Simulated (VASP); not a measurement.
Wanted: the native input for a VASP 6.6.1 run.

```
Task                   : single point
Functional             : PBE
Potentials or basis    : VASP PAW PBE potentials, release 64 (Ti_sv, S)
Cutoff                 : 520 eV
k mesh                 : 5 × 5 × 1
Occupations            : gaussian, width 0.1 eV
Spin                   : no spin polarisation
Dipole correction      : yes
Further INCAR settings : ALGO = Normal; EDIFF = 1e-06; NBANDS = 87
```

The structure of Ti12S lies in POSCAR:

```
Ti12S
1.0
    5.8150893847      0.0000000000      0.0000000000
    0.0000000000      5.8150893847      0.0000000000
    0.0000000000      0.0000000000     19.3059825527
Ti S
12 1
Direct
    0.2500000000      0.2500000000      0.2071896620
    0.2500000000      0.7500000000      0.2071896620
    0.7500000000      0.2500000000      0.2071896620
    0.7500000000      0.7500000000      0.2071896620
    0.0000000000      0.0000000000      0.3057583567
    0.0000000000      0.5000000000      0.3057583567
    0.5000000000      0.0000000000      0.3057583567
    0.5000000000      0.5000000000      0.3057583567
    0.2500000000      0.2500000000      0.4043297217
    0.2500000000      0.7500000000      0.4043297217
    0.7500000000      0.2500000000      0.4043297217
    0.7500000000      0.7500000000      0.4043297217
    0.5000000000      0.5000000000      0.4747012586
```

The input as run:

INCAR

```
  ALGO = Normal
  DIPOL = 0.5 0.5 0.319
  EDIFF = 1E-6
  ENCUT = 520
  GGA = PE
  IDIPOL = 3
  ISIF = 2
  ISMEAR = 0
  LASPH = True
  LCHARG = True
  LDIPOL = True
  LELF = True
  LREAL = False
  LVACPOTAV = True
  LVHAR = True
  LWAVE = False
  NBANDS = 87
  NELM = 80
  PREC = Accurate
  SIGMA = 0.1
```

KPOINTS

```
k-points
0
Gamma
  5 5 1
```

Potentials or basis: VASP PAW PBE potentials, release 64 (Ti_sv, S).

Command:

```sh
$ cat potpaw_PBE.64/Ti_sv/POTCAR potpaw_PBE.64/S/POTCAR > POTCAR
$ mpirun -np 1 vasp_std > vasp.out
```

Results of the run:

```
Largest force          : 0.501 eV/Å
Band gap on the k mesh : zero (band 75 reaches 0.33 eV, above the bottom of band 76 at 0.14 eV)
```

It took 20 min on 1 thread of Intel(R) Xeon(R) Platinum 8488C (Sapphire Rapids), with other jobs on the host, peak memory 0.75 GiB.
